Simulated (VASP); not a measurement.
# GaP (rocksalt type) (Fm-3m) in VASP: notebook

GaP (rocksalt type) is run at these levels: r2SCAN; tasks: single point.

Program: VASP 6.6.1. These are calculated values, not measurements. Logs are shortened: lines on timing, memory, paths and dates and some standing lists are left out, and cuts for length are marked.

### 1 The cell of the first run

It takes space group Fm-3m (No. 225, cubic). The conventional cell has a = 4.193 Å, b = 4.193 Å, c = 4.193 Å, α = 90.00°, β = 90.00°, γ = 90.00°. Ga (site symmetry m-3m) has 6 P at 2.10 Å within 2.8 Å. P (site symmetry m-3m) has 6 Ga at 2.10 Å within 2.8 Å.

### 2 Single point, r2SCAN (volume scaled by 0.55)

File POSCAR:

```
GaP
1.0
    0.0000000000      2.0966002160      2.0966002160
    2.0966002160      0.0000000000      2.0966002160
    2.0966002160      2.0966002160      0.0000000000
Ga P
1 1
Direct
    0.0000000000      0.0000000000      0.0000000000
    0.5000000000      0.5000000000      0.5000000000
```

File INCAR.step1:

```
  ALGO = Normal
  EDIFF = 1E-4
  ENCUT = 520
  GGA = PE
  ISMEAR = -1
  LASPH = T
  LCHARG = F
  LREAL = F
  LWAVE = T
  NBANDS = 16
  NELM = 100
  PREC = Accurate
  SIGMA = 0.05
```

File INCAR.step2:

```
  ALGO = Normal
  EDIFF = 1E-6
  ENCUT = 520
  ISIF = 2
  ISMEAR = -1
  ISTART = 1
  LASPH = T
  LCHARG = T
  LELF = T
  LMIXTAU = T
  LREAL = F
  LVHAR = T
  LWAVE = F
  METAGGA = R2SCAN
  NBANDS = 16
  NELM = 100
  PREC = Accurate
  SIGMA = 0.05
```

File KPOINTS:

```
k-points
0
Gamma
  14 14 14
```

Potentials or basis: VASP PAW PBE potentials, release 64 (Ga_d, P).

Started as:

```sh
$ cat potpaw_PBE.64/Ga_d/POTCAR potpaw_PBE.64/P/POTCAR > POTCAR
$ cp INCAR.step1 INCAR
$ mpirun -np 1 vasp_std > vasp.out
$ cp INCAR.step2 INCAR
$ mpirun -np 1 vasp_std > vasp.out
```

OUTCAR:

```text
EDIFF = 1E-6
   ENCUT = 520
   ISIF = 2
   ISMEAR = -1
   ISTART = 1
   LASPH = T
   LREAL = F
   METAGGA = R2SCAN
   NELM = 100
   PREC = Accurate

 ion  position               nearest neighbor table
   1  0.000  0.000  0.000-   2 2.10   2 2.10   2 2.10   2 2.10   2 2.10   2 2.10
   2  0.500  0.500  0.500-   1 2.10   1 2.10   1 2.10   1 2.10   1 2.10   1 2.10

  LATTYP: Found a face centered cubic cell.
 ALAT       =     4.1932004320

  Lattice vectors:

 A1 = (   0.0000000000,   2.0966002160,   2.0966002160)
 A2 = (   2.0966002160,   0.0000000000,   2.0966002160)
 A3 = (   2.0966002160,   2.0966002160,   0.0000000000)

Analysis of symmetry for initial positions (statically):
=====================================================================
 Subroutine PRICEL returns:
 Original cell was already a primitive cell.

 Routine SETGRP: Setting up the symmetry group for a
 face centered cubic supercell.

 Subroutine GETGRP returns: Found 48 space group operations
 (whereof 48 operations were pure point group operations)
 out of a pool of 48 trial point group operations.

The static configuration has the point symmetry O_h .

Analysis of symmetry for dynamics (positions and initial velocities):
=====================================================================
 Subroutine PRICEL returns:
 Original cell was already a primitive cell.

 Routine SETGRP: Setting up the symmetry group for a
 face centered cubic supercell.

 Subroutine GETGRP returns: Found 48 space group operations
 (whereof 48 operations were pure point group operations)
 out of a pool of 48 trial point group operations.

The dynamic configuration has the point symmetry O_h .

 Subroutine INISYM returns: Found 48 space group operations
 (whereof 48 operations are pure point group operations),
 and found     1 'primitive' translations

----------------------------------------------------------------------------------------

                                     Primitive cell

  volume of cell :      18.4322

  direct lattice vectors                    reciprocal lattice vectors
     0.000000000  2.096600216  2.096600216    -0.238481326  0.238481326  0.238481326
     2.096600216  0.000000000  2.096600216     0.238481326 -0.238481326  0.238481326
     2.096600216  2.096600216  0.000000000     0.238481326  0.238481326 -0.238481326

  length of vectors
     2.965040460  2.965040460  2.965040460     0.413061774  0.413061774  0.413061774

  position of ions in fractional coordinates (direct lattice)
     0.000000000  0.000000000  0.000000000
     0.500000000  0.500000000  0.500000000

  ion indices of the primitive-cell ions
   primitive index   ion index
                 1           1
                 2           2

----------------------------------------------------------------------------------------

 KPOINTS: k-points

Automatic generation of k-mesh.
 Grid dimensions read from file:
 generate k-points for:   14   14   14

 Generating k-lattice:

  Cartesian coordinates                     Fractional coordinates (reciprocal lattice)
    -0.017034380  0.017034380  0.017034380     0.071428571  0.000000000  0.000000000
     0.017034380 -0.017034380  0.017034380     0.000000000  0.071428571  0.000000000
     0.017034380  0.017034380 -0.017034380     0.000000000  0.000000000  0.071428571

  Length of vectors
     0.029504412  0.029504412  0.029504412

  Shift w.r.t. Gamma in fractional coordinates (k-lattice)
     0.000000000  0.000000000  0.000000000

 Subroutine IBZKPT returns following result:
 ===========================================

 Found    104 irreducible k-points:

 Following reciprocal coordinates:
            Coordinates               Weight
  0.000000  0.000000  0.000000      1.000000
  0.071429  0.000000  0.000000      8.000000
  0.142857  0.000000  0.000000      8.000000
  0.214286  0.000000  0.000000      8.000000
  0.285714  0.000000  0.000000      8.000000
  0.357143  0.000000  0.000000      8.000000
[... 16 lines left out ...]
  0.214286  0.142857  0.000000     24.000000
  0.285714  0.142857  0.000000     24.000000
 [... further k-points ...]
   k-points           NKPTS =    104   k-points in BZ     NKDIM =    104   number of bands    NBANDS=     16
   number of dos      NEDOS =    301   number of ions     NIONS =      2
   total plane-waves  NPLWV =  13824
   dimension x,y,z NGX =    24 NGY =   24 NGZ =   24
   dimension x,y,z NGXF=    48 NGYF=   48 NGZF=   48
   ions per type =               1   1
   NGX,Y,Z   is equivalent  to a cutoff of  13.46, 13.46, 13.46 a.u.
   NGXF,Y,Z  is equivalent  to a cutoff of  26.91, 26.91, 26.91 a.u.
 SYSTEM =  unknown system
   PREC   = accura    normal or accurate (medium, high low for compatibility)
   ISTART =      1    job   : 0-new  1-cont  2-samecut
   ICHARG =      0    charge: 1-file 2-atom 10-const
   ISPIN  =      1    spin polarized calculation?
   LNONCOLLINEAR =      F non collinear calculations
   LSORBIT =      F    spin-orbit coupling
   LASPH  =      T    aspherical Exc in radial PAW
   ENCUT  =  520.0 eV  38.22 Ry    6.18 a.u.   5.51  5.51  5.51*2*pi/ulx,y,z
   NELM   =    100;   NELMIN=  2; NELMDL=  0     # of ELM steps
   EDIFF  = 0.1E-05   stopping-criterion for ELM
   LREAL  =      F    real-space projection
   EDIFFG = 0.1E-04   stopping-criterion for IOM
   NSW    =      0    number of steps for IOM
   IBRION =     -1    ionic relax: 0-MD 1-quasi-New 2-CG
   NFREE  =      0    steps in history (QN), initial steepest desc. (CG)
   ISIF   =      2    stress and relaxation
   ISYM   =      2    0-nonsym 1-usesym 2-fastsym
   POTIM  = 0.5000    time-step for ionic-motion
   TEBEG  =    0.0;   TEEND  =   0.0 temperature during run
   PSTRESS=    0.0 pullay stress
   NELECT =      18.0000    total number of electrons
   NUPDOWN=      -1.0000    fix difference up-down
   EMIN   =  10.00;   EMAX   =-10.00  energy-range for DOS
   EFERMI =   0.00;   METHOD = LEGACY
   ISMEAR =    -1;   SIGMA  =   0.05  broadening in eV -4-tet -1-fermi 0-gaus
   EFERMI_NEDOS =   21; number of points for ismear=-14 and -15
   IALGO  =     38    algorithm
   IMIX   =      4    mixing-type and parameters
     AMIX     =   0.40;   BMIX     =  1.00
     AMIX_MAG =   1.60;   BMIX_MAG =  1.00
  volume/ion in A,a.u.               =       9.22        62.19
  Fermi-wavevector in a.u.,A,eV,Ry     =   1.624202  3.069297 35.892606  2.638032
  Thomas-Fermi vector in A             =   2.717527
   LORBIT       =      0    0 simple, 1 ext, 2 COOP (PROOUT), +10 PAW based schemes
   METAGGA = R2SCAN    functional components
   LHFCALC =     F    Hartree Fock is set to
   AEXX    =    0.0000 exact exchange contribution
   IVDW    =     0    specifies the selected vdW correction
   LEPSILON=     F    determine dielectric tensor
   LRPA    =     F    only Hartree local field effects (RPA)
 non-spin polarized calculation
  energy-cutoff  :      520.00
  volume of cell :       18.43
 maximum number of plane-waves:       531
 NGX is ok and might be reduce to    24
   NGX = 11   NGY = 11   NGZ = 11

 number of electron      18.0000002 magnetization

 Free energy of the ion-electron system (eV)
  ---------------------------------------------------
  ext. energy  EPLUGINS =         0.00000000
  ---------------------------------------------------
  free energy    TOTEN  =       -14.49687299 eV

  energy without entropy =      -14.49066652  energy(sigma->0) =      -14.49376975

 E-fermi :  16.2742     XC(G=0): -15.4409

 val. band max:       16.2652563085   @ k =  -0.4286   0.4286   0.0714
 cond. band min:      16.2748979681   @ k =   0.2143   0.1429   0.0714
 fundamental gap:      0.0096416596
 Fermi energy:        16.2741972728

 k-point     1 :       0.0000    0.0000    0.0000
  band No.  band energies     occupation
      1      -5.2455      2.00000
      2      -1.3183      2.00000
      3      -1.3183      2.00000
      4      -1.2334      2.00000
      5      -1.2334      2.00000
      6      -1.2334      2.00000
[... 8 lines left out ...]
     15      28.0163      0.00000
     16      28.0163      0.00000

 k-point     2 :       0.0714    0.0000    0.0000
  band No.  band energies     occupation
      1      -5.1122      2.00000
      2      -1.3275      2.00000
      3      -1.3275      2.00000
      4      -1.2397      2.00000
      5      -1.2210      2.00000
      6      -1.2210      2.00000
[... 8 lines left out ...]
     15      28.2916      0.00000
     16      28.4792      0.00000

 k-point     3 :       0.1429    0.0000    0.0000
  band No.  band energies     occupation
      1      -4.7154      2.00000
      2      -1.3601      2.00000
      3      -1.3601      2.00000
      4      -1.2554      2.00000
      5      -1.1790      2.00000
      6      -1.1790      2.00000
[... 8 lines left out ...]
     15      28.6715      0.00000
     16      29.3482      0.00000

 k-point     4 :       0.2143    0.0000    0.0000
  band No.  band energies     occupation
      1      -4.0675      2.00000
      2      -1.4119      2.00000
      3      -1.4119      2.00000
      4      -1.2685      2.00000
      5      -1.1125      2.00000
      6      -1.1125      2.00000
[... 8 lines left out ...]
     15      28.0539      0.00000
     16      30.8000      0.00000
[... 324 lines left out ...]
 k-point    22 :       0.1429    0.1429    0.0000
  band No.  band energies     occupation
      1      -4.5512      2.00000
      2      -1.4145      2.00000
      3      -1.2874      2.00000
      4      -1.2847      2.00000
      5      -1.1644      2.00000
      6      -1.1644      2.00000
[... 8 lines left out ...]
     15      30.0170      0.00000
     16      31.1666      0.00000

 k-point    23 :       0.2143    0.1429    0.0000
  band No.  band energies     occupation
      1      -4.0955      2.00000
      2      -1.4476      2.00000
      3      -1.3115      2.00000
      4      -1.2934      2.00000
      5      -1.1160      2.00000
      6      -1.1090      2.00000
[... 8 lines left out ...]
     15      30.9347      0.00000
     16      31.4886      0.00000

 k-point    24 :       0.2857    0.1429    0.0000
  band No.  band energies     occupation
      1      -3.4304      2.00000
      2      -1.4762      2.00000
      3      -1.3355      2.00000
      4      -1.3222      2.00000
      5      -1.0309      2.00000
      6      -1.0211      2.00000
[... 8 lines left out ...]
     15      30.4626      0.00000
     16      33.1586      0.00000

 [... further k-points ...]
[... 5 lines left out ...]
  --------------------------------------------------------------------------------------
  -------------------------------------------------------------------------------------
  Total       24.6105511     24.6105511     24.6105511      0.0000000      0.0000000      0.0000000
  in kB     2139.2180179   2139.2180179   2139.2180179      0.0000000      0.0000000      0.0000000
  external PRESSURE =    2139.2180179 kB  Pullay stress =       0.0000000 kB

 VOLUME and BASIS-vectors are now :
 -----------------------------------------------------------------------------
  energy-cutoff  :      520.00
  volume of cell :       18.43
      direct lattice vectors                 reciprocal lattice vectors
     0.000000000  2.096600216  2.096600216    -0.238481326  0.238481326  0.238481326
     2.096600216  0.000000000  2.096600216     0.238481326 -0.238481326  0.238481326
     2.096600216  2.096600216  0.000000000     0.238481326  0.238481326 -0.238481326

 POSITION                                       TOTAL-FORCE (eV/Angst)
 -----------------------------------------------------------------------------------
      0.00000      0.00000      0.00000         0.000000     -0.000000      0.000000
      2.09660      2.09660      2.09660         0.000000      0.000000     -0.000000
 -----------------------------------------------------------------------------------
    total drift:                                0.000000     -0.000000     -0.000000

  FREE ENERGIE OF THE ION-ELECTRON SYSTEM (eV)
  ---------------------------------------------------
  free  energy   TOTEN  =       -14.4968729925 eV

  energy  without entropy=      -14.4906665168  energy(sigma->0) =      -14.49376975
```

It took 1.8 min on 1 thread of AMD EPYC 9R45 (Zen 5), shared host; peak memory 0.13 GiB.

Results:

| Quantity | Value |
| --- | --- |
| Free energy | -14.4969 eV |
| Pressure | 213.9 GPa |
| Band gap on the k mesh | zero (band 9 reaches 17.18 eV, above the bottom of band 10 at 14.05 eV) |

Levels at points of the mesh, in eV from the Fermi level:
```tsv
k point	band 7	band 8	band 9	band 10	band 11	band 12
(0.00, 0.00, 0.00)	-0.29	-0.29	-0.29	6.38	6.38	6.38
(0.50, 0.00, 0.00)	-13.22	0.20	0.20	1.86	1.86	4.14
(0.50, 0.50, 0.00)	-11.76	-6.07	-6.07	-2.22	0.77	16.50
```

Caveat: the PAW data sets were made with another functional, which shifts forces and pressure a little.

### 3 Single point, r2SCAN (volume scaled by 0.55)

POSCAR is that of step 2.

File INCAR.step1:

```
SYSTEM = GaP
PREC     = Accurate       ! precision mode
ENCUT    = 520            ! plane-wave cutoff, eV
ISMEAR   = -1             ! smearing method
SIGMA    = 0.05           ! smearing width, eV
LREAL    = .FALSE.        ! projectors in reciprocal space
LASPH    = .TRUE.         ! aspherical terms in the spheres
NELM     = 80             ! most SCF steps
NBANDS   = 16             ! bands
GGA      = PE             ! functional
ALGO     = Normal         ! electronic algorithm
EDIFF    = 1E-4           ! SCF threshold, eV
LWAVE    = .TRUE.         ! write WAVECAR
LCHARG   = .FALSE.        ! write CHGCAR
```

File INCAR.step2:

```
SYSTEM = GaP
PREC     = Accurate       ! precision mode
ENCUT    = 520            ! plane-wave cutoff, eV
EDIFF    = 1E-7           ! SCF threshold, eV
ISMEAR   = -1             ! smearing method
SIGMA    = 0.05           ! smearing width, eV
LREAL    = .FALSE.        ! projectors in reciprocal space
LASPH    = .TRUE.         ! aspherical terms in the spheres
NELM     = 80             ! most SCF steps
ALGO     = Normal         ! electronic algorithm
ISIF     = 2              ! what is computed and relaxed
LWAVE    = .FALSE.        ! write WAVECAR
LCHARG   = .TRUE.         ! write CHGCAR
METAGGA  = R2SCAN         ! meta-GGA
LMIXTAU  = .TRUE.       
LELF     = .TRUE.         ! ELF
LVHAR    = .TRUE.       
NBANDS   = 16             ! bands
ISTART   = 1
```

File KPOINTS:

```
Automatic mesh
0
G
  14 14 14
  0 0 0
```

Potentials or basis: VASP PAW PBE potentials, release 64 (Ga_d, P).

Started as:

```sh
$ cat potpaw_PBE.64/Ga_d/POTCAR potpaw_PBE.64/P/POTCAR > POTCAR
$ cp INCAR.step1 INCAR
$ mpirun -np 1 vasp_std > vasp.out
$ cp INCAR.step2 INCAR
$ mpirun -np 1 vasp_std > vasp.out
```

Wall time 1.9 min (1 thread of AMD EPYC 9R45 (Zen 5), shared host); peak memory 0.12 GiB.

Results (log left out):

```yaml
Free_energy: -14.4969 eV
Pressure: 213.9 GPa
Band_gap_on_the_k_mesh: zero (band 9 reaches 17.18 eV, above the bottom of band 10 at 14.05 eV)
```

Levels at points of the mesh, in eV from the Fermi level:
| k point | band 7 | band 8 | band 9 | band 10 | band 11 | band 12 |
| --- | --- | --- | --- | --- | --- | --- |
| (0.00, 0.00, 0.00) | -0.29 | -0.29 | -0.29 | 6.38 | 6.38 | 6.38 |
| (0.50, 0.00, 0.00) | -13.22 | 0.20 | 0.20 | 1.86 | 1.86 | 4.14 |
| (0.50, 0.50, 0.00) | -11.76 | -6.07 | -6.07 | -2.22 | 0.77 | 16.50 |

Caveat: the PAW data sets were made with another functional, which shifts forces and pressure a little.
